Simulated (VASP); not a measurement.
# AlN (P6_3mc) in VASP: further runs

The runs below take AlN through single point, with LDA.

Everything below comes from runs of VASP 6.6.1. Logs are shortened: lines on timing, memory, paths and dates and some standing lists are left out, and cuts for length are marked.

**1. The cell of the first run**

Symmetry: P6_3mc, No. 186, hexagonal system. The conventional cell has a = 3.154 Å, b = 3.154 Å, c = 5.047 Å, α = 90.00°, β = 90.00°, γ = 120.00°. Al (site symmetry 3m) has 4 N at 1.92 Å within 2.5 Å. Within 2.5 Å of N (site symmetry 3m) lie 4 Al at 1.92 Å.

**2. Single point, LDA**

INCAR reads:

```
SYSTEM = AlN
  PREC = Accurate
  ENCUT = 520
  EDIFF = 1E-6
  ISMEAR = 0
  SIGMA = 0.01
  LREAL = .False.
  LASPH = .True.
  NELM = 60
  ALGO = Normal
  ISIF = 2
  LWAVE = .False.
  LCHARG = .True.
  GGA = CA
  LELF = .True.
  LVHAR = .True.
  NBANDS = 16
```

KPOINTS reads:

```
Automatic mesh
0
Gamma
  7 7 4
  0 0 0
```

POSCAR reads:

```
AlN
1.0
    3.1539652241      0.0000000000      0.0000000000
   -1.5769826120      2.7314139237      0.0000000000
    0.0000000000      0.0000000000      5.0465469904
Al N
2 2
Direct
    0.3333333333      0.6666666667      0.0000000000
    0.6666666667      0.3333333333      0.5000000000
    0.3333333333      0.6666666667      0.3800000000
    0.6666666667      0.3333333333      0.8800000000
```

Potentials or basis: VASP PAW LDA potentials, release 64 (Al, N).

Command:

```bash
$ cat potpaw_LDA.64/Al/POTCAR potpaw_LDA.64/N/POTCAR > POTCAR
$ mpirun -np 1 vasp_std > vasp.out
```

OUTCAR:

```text
SYSTEM = AlN
   PREC = Accurate
   ENCUT = 520
   EDIFF = 1E-6
   ISMEAR = 0
   LREAL = .False.
   LASPH = .True.
   NELM = 60
   ISIF = 2
   GGA = CA

 ion  position               nearest neighbor table
   1  0.333  0.667  0.000-   3 1.92   4 1.92   4 1.92   4 1.92   2 3.11   2 3.11   2 3.11   2 3.11
                             2 3.11   2 3.11
   2  0.667  0.333  0.500-   4 1.92   3 1.92   3 1.92   3 1.92   1 3.11   1 3.11   1 3.11   1 3.11
                             1 3.11   1 3.11
   3  0.333  0.667  0.380-   1 1.92   2 1.92   2 1.92   2 1.92
   4  0.667  0.333  0.880-   2 1.92   1 1.92   1 1.92   1 1.92

  LATTYP: Found a hexagonal cell.
 ALAT       =     3.1539652241
 C/A-ratio  =     1.6000642467

  Lattice vectors:

 A1 = (   3.1539652241,   0.0000000000,   0.0000000000)
 A2 = (  -1.5769826120,   2.7314139237,   0.0000000000)
 A3 = (   0.0000000000,   0.0000000000,   5.0465469904)

Analysis of symmetry for initial positions (statically):
=====================================================================
 Subroutine PRICEL returns:
 Original cell was already a primitive cell.

 Routine SETGRP: Setting up the symmetry group for a
 hexagonal supercell.

 Subroutine GETGRP returns: Found 12 space group operations
 (whereof  6 operations were pure point group operations)
 out of a pool of 24 trial point group operations.

The static configuration has the point symmetry C_3v.
 The point group associated with its full space group is C_6v.

Analysis of symmetry for dynamics (positions and initial velocities):
=====================================================================
 Subroutine PRICEL returns:
 Original cell was already a primitive cell.

 Routine SETGRP: Setting up the symmetry group for a
 hexagonal supercell.

 Subroutine GETGRP returns: Found 12 space group operations
 (whereof  6 operations were pure point group operations)
 out of a pool of 24 trial point group operations.

The dynamic configuration has the point symmetry C_3v.
 The point group associated with its full space group is C_6v.

 Subroutine INISYM returns: Found 12 space group operations
 (whereof  6 operations are pure point group operations),
 and found     1 'primitive' translations

----------------------------------------------------------------------------------------

                                     Primitive cell

  volume of cell :      43.4749

  direct lattice vectors                    reciprocal lattice vectors
     3.153965224  0.000000000  0.000000000     0.317061200  0.183055375  0.000000000
    -1.576982612  2.731413924  0.000000000     0.000000000  0.366110750  0.000000000
     0.000000000  0.000000000  5.046546990     0.000000000  0.000000000  0.198155293

  length of vectors
     3.153965224  3.153965152  5.046546990     0.366110742  0.366110750  0.198155293

  position of ions in fractional coordinates (direct lattice)
     0.333333333  0.666666667  0.000000000
     0.666666667  0.333333333  0.500000000
     0.333333333  0.666666667  0.380000000
     0.666666667  0.333333333  0.880000000

  ion indices of the primitive-cell ions
   primitive index   ion index
                 1           1
                 2           2
                 3           3
                 4           4

----------------------------------------------------------------------------------------

 KPOINTS: Automatic mesh

Automatic generation of k-mesh.
 Grid dimensions read from file:
 generate k-points for:    7    7    4

 Generating k-lattice:

  Cartesian coordinates                     Fractional coordinates (reciprocal lattice)
     0.045294457  0.026150768  0.000000000     0.142857143  0.000000000  0.000000000
     0.000000000  0.052301536  0.000000000     0.000000000  0.142857143  0.000000000
     0.000000000  0.000000000  0.049538823     0.000000000  0.000000000  0.250000000

  Length of vectors
     0.052301535  0.052301536  0.049538823

  Shift w.r.t. Gamma in fractional coordinates (k-lattice)
     0.000000000  0.000000000  0.000000000

 Subroutine IBZKPT returns following result:
 ===========================================

 Found     24 irreducible k-points:

 Following reciprocal coordinates:
            Coordinates               Weight
  0.000000  0.000000  0.000000      1.000000
  0.142857  0.000000  0.000000      6.000000
  0.285714  0.000000  0.000000      6.000000
  0.428571  0.000000  0.000000      6.000000
  0.142857  0.142857  0.000000      6.000000
  0.285714  0.142857  0.000000     12.000000
[... 16 lines left out ...]
  0.428571  0.142857  0.500000      6.000000
  0.285714  0.285714  0.500000      6.000000
   k-points           NKPTS =     24   k-points in BZ     NKDIM =     24   number of bands    NBANDS=     16
   number of dos      NEDOS =    301   number of ions     NIONS =      4
   total plane-waves  NPLWV =  23040
   dimension x,y,z NGX =    24 NGY =   24 NGZ =   40
   dimension x,y,z NGXF=    48 NGYF=   48 NGZF=   80
   ions per type =               2   2
   NGX,Y,Z   is equivalent  to a cutoff of  12.65, 12.65, 13.18 a.u.
   NGXF,Y,Z  is equivalent  to a cutoff of  25.30, 25.30, 26.35 a.u.
 SYSTEM =  AlN
   PREC   = accura    normal or accurate (medium, high low for compatibility)
   ISTART =      0    job   : 0-new  1-cont  2-samecut
   ICHARG =      2    charge: 1-file 2-atom 10-const
   ISPIN  =      1    spin polarized calculation?
   LNONCOLLINEAR =      F non collinear calculations
   LSORBIT =      F    spin-orbit coupling
   LASPH  =      T    aspherical Exc in radial PAW
   ENCUT  =  520.0 eV  38.22 Ry    6.18 a.u.   5.86  5.86  9.38*2*pi/ulx,y,z
   NELM   =     60;   NELMIN=  2; NELMDL= -5     # of ELM steps
   EDIFF  = 0.1E-05   stopping-criterion for ELM
   LREAL  =      F    real-space projection
   EDIFFG = 0.1E-04   stopping-criterion for IOM
   NSW    =      0    number of steps for IOM
   IBRION =     -1    ionic relax: 0-MD 1-quasi-New 2-CG
   NFREE  =      0    steps in history (QN), initial steepest desc. (CG)
   ISIF   =      2    stress and relaxation
   ISYM   =      2    0-nonsym 1-usesym 2-fastsym
   POTIM  = 0.5000    time-step for ionic-motion
   TEBEG  =    0.0;   TEEND  =   0.0 temperature during run
   PSTRESS=    0.0 pullay stress
   NELECT =      16.0000    total number of electrons
   NUPDOWN=      -1.0000    fix difference up-down
   EMIN   =  10.00;   EMAX   =-10.00  energy-range for DOS
   EFERMI =   0.00;   METHOD = LEGACY
   ISMEAR =     0;   SIGMA  =   0.01  broadening in eV -4-tet -1-fermi 0-gaus
   EFERMI_NEDOS =   21; number of points for ismear=-14 and -15
   IALGO  =     38    algorithm
   IMIX   =      4    mixing-type and parameters
     AMIX     =   0.40;   BMIX     =  1.00
     AMIX_MAG =   1.60;   BMIX_MAG =  1.00
  volume/ion in A,a.u.               =      10.87        73.35
  Fermi-wavevector in a.u.,A,eV,Ry     =   1.173191  2.217009 18.726735  1.376376
  Thomas-Fermi vector in A             =   2.309608
   LORBIT       =      0    0 simple, 1 ext, 2 COOP (PROOUT), +10 PAW based schemes
   GGA     = CA    functional components
   LHFCALC =     F    Hartree Fock is set to
   AEXX    =    0.0000 exact exchange contribution
   IVDW    =     0    specifies the selected vdW correction
   LEPSILON=     F    determine dielectric tensor
   LRPA    =     F    only Hartree local field effects (RPA)
 non-spin polarized calculation
 Gauss-broadening in eV      SIGMA  =   0.01
  energy-cutoff  :      520.00
  volume of cell :       43.47
 maximum number of plane-waves:      1194
 NGX is ok and might be reduce to    24
   NGX = 11   NGY = 11   NGZ = 19

 number of electron      16.0000004 magnetization

 Free energy of the ion-electron system (eV)
  ---------------------------------------------------
  ext. energy  EPLUGINS =         0.00000000
  ---------------------------------------------------
  free energy    TOTEN  =       -32.74938462 eV

  energy without entropy =      -32.74938462  energy(sigma->0) =      -32.74938462

 E-fermi :   5.5365     XC(G=0): -11.0722

 val. band max:        5.4857678260   @ k =   0.0000   0.0000   0.0000
 cond. band min:       9.3888747114   @ k =   0.0000   0.0000   0.0000
 fundamental gap:      3.9031068854
 Fermi energy:         5.5365288323

 k-point     1 :       0.0000    0.0000    0.0000
  band No.  band energies     occupation
      1      -9.2800      2.00000
      2      -7.1785      2.00000
      3      -0.3677      2.00000
      4       4.6683      2.00000
      5       4.6683      2.00000
      6       5.3159      2.00000
[... 8 lines left out ...]
     15      18.0643      0.00000
     16      18.0643      0.00000

 k-point     2 :       0.1429    0.0000    0.0000
  band No.  band energies     occupation
      1      -9.0297      2.00000
      2      -7.0405      2.00000
      3      -0.0695      2.00000
      4       3.5830      2.00000
      5       4.2990      2.00000
      6       4.3692      2.00000
[... 8 lines left out ...]
     15      17.6742      0.00000
     16      17.9896      0.00000

 k-point     3 :       0.2857    0.0000    0.0000
  band No.  band energies     occupation
      1      -8.3505      2.00000
      2      -6.7459      2.00000
      3       0.7708      2.00000
      4       1.6542      2.00000
      5       2.7023      2.00000
      6       3.8489      2.00000
[... 8 lines left out ...]
     15      16.9892      0.00000
     16      18.7200      0.00000

 k-point     4 :       0.4286    0.0000    0.0000
  band No.  band energies     occupation
      1      -7.5422      2.00000
      2      -6.6414      2.00000
      3       0.3429      2.00000
      4       1.5650      2.00000
      5       1.9254      2.00000
      6       3.5075      2.00000
[... 8 lines left out ...]
     15      17.6843      0.00000
     16      20.0839      0.00000

 k-point     5 :       0.1429    0.1429    0.0000
  band No.  band energies     occupation
      1      -8.5628      2.00000
      2      -6.8211      2.00000
      3       0.5026      2.00000
      4       2.5616      2.00000
      5       2.6857      2.00000
      6       4.0979      2.00000
[... 8 lines left out ...]
     15      17.5237      0.00000
     16      18.5479      0.00000

 k-point     6 :       0.2857    0.1429    0.0000
  band No.  band energies     occupation
      1      -7.7900      2.00000
      2      -6.6155      2.00000
      3       1.0177      2.00000
      4       1.5219      2.00000
      5       1.8613      2.00000
      6       3.1963      2.00000
[... 8 lines left out ...]
     15      17.1328      0.00000
     16      19.5534      0.00000
[... 267 lines left out ...]
 k-point    21 :       0.1429    0.1429    0.5000
  band No.  band energies     occupation
      1      -7.8076      2.00000
      2      -7.8076      2.00000
      3       1.6428      2.00000
      4       1.6428      2.00000
      5       3.9076      2.00000
      6       3.9076      2.00000
[... 8 lines left out ...]
     15      17.7784      0.00000
     16      17.7784      0.00000

 k-point    22 :       0.2857    0.1429    0.5000
  band No.  band energies     occupation
      1      -7.2311      2.00000
      2      -7.2311      2.00000
      3       0.7097      2.00000
      4       0.7097      2.00000
      5       3.3244      2.00000
      6       3.3244      2.00000
[... 8 lines left out ...]
     15      18.1938      0.00000
     16      18.1938      0.00000

 k-point    23 :       0.4286    0.1429    0.5000
  band No.  band energies     occupation
      1      -6.9257      2.00000
      2      -6.9257      2.00000
      3       0.2078      2.00000
      4       0.2078      2.00000
      5       3.0426      2.00000
      6       3.0426      2.00000
[... 8 lines left out ...]
     15      18.6095      0.00000
     16      18.6095      0.00000

 k-point    24 :       0.2857    0.2857    0.5000
  band No.  band energies     occupation
      1      -6.8635      2.00000
      2      -6.8635      2.00000
      3       0.6178      2.00000
      4       0.6178      2.00000
      5       2.1179      2.00000
      6       2.1179      2.00000
[... 8 lines left out ...]
     15      18.5723      0.00000
     16      18.5723      0.00000

------------------------ aborting loop because EDIFF is reached ----------------------------------------

  FORCE on cell =-STRESS in cart. coord.  units (eV):
  Direction    XX          YY          ZZ          XY          YZ          ZX
  --------------------------------------------------------------------------------------
  -------------------------------------------------------------------------------------
  Total       -3.2147552     -3.2147550     -2.7045663     -0.0000000     -0.0000000      0.0000000
  in kB     -118.4730986   -118.4730914    -99.6711509     -0.0000000     -0.0000000      0.0000000
  external PRESSURE =    -112.2057803 kB  Pullay stress =       0.0000000 kB

 VOLUME and BASIS-vectors are now :
 -----------------------------------------------------------------------------
  energy-cutoff  :      520.00
  volume of cell :       43.47
      direct lattice vectors                 reciprocal lattice vectors
     3.153965224  0.000000000  0.000000000     0.317061200  0.183055375  0.000000000
    -1.576982612  2.731413924  0.000000000     0.000000000  0.366110750  0.000000000
     0.000000000  0.000000000  5.046546990     0.000000000  0.000000000  0.198155293

 POSITION                                       TOTAL-FORCE (eV/Angst)
 -----------------------------------------------------------------------------------
     -0.00000      1.82094      0.00000         0.000000     -0.000000     -0.091644
      1.57698      0.91047      2.52327         0.000000     -0.000000     -0.091644
     -0.00000      1.82094      1.91769        -0.000000     -0.000000      0.091644
      1.57698      0.91047      4.44096         0.000000      0.000000      0.091644
 -----------------------------------------------------------------------------------
    total drift:                               -0.000000      0.000000      0.000383

  FREE ENERGIE OF THE ION-ELECTRON SYSTEM (eV)
  ---------------------------------------------------
  free  energy   TOTEN  =       -32.7493846163 eV

  energy  without entropy=      -32.7493846163  energy(sigma->0) =      -32.74938462
```

Wall time 7.8 s (1 thread of AMD EPYC 9R45 (Zen 5), shared host); peak memory 0.11 GiB.

Results:

```yaml
Free_energy: -32.7494 eV
Pressure: -11.2 GPa
Largest_force: 0.092 eV/Å
Band_gap_on_the_k_mesh: 3.90 eV, direct
```

Forces in eV/Å, atoms in the order of the input:
```
Al   0.000  0.000 -0.092
Al   0.000  0.000 -0.092
N    0.000  0.000  0.092
N    0.000  0.000  0.092
```

Stress tensor (GPa, compression positive):
```
-11.85   0.00   0.00
  0.00 -11.85   0.00
  0.00   0.00  -9.97
```

Levels at points of the mesh, in eV from the valence-band top:
```
           k point  band 4  band 5  band 6  band 7  band 8  band 9  band 10  band 11  band 12  band 13
(0.00, 0.00, 0.00)   -0.82   -0.82   -0.17   -0.17    0.00    3.90     6.22    10.17    10.68    10.68
(0.00, 0.00, 0.50)   -3.26   -0.50   -0.50   -0.50   -0.50    6.09     6.09     9.85     9.85    11.00
```

(Continued in part 2 of 2.)
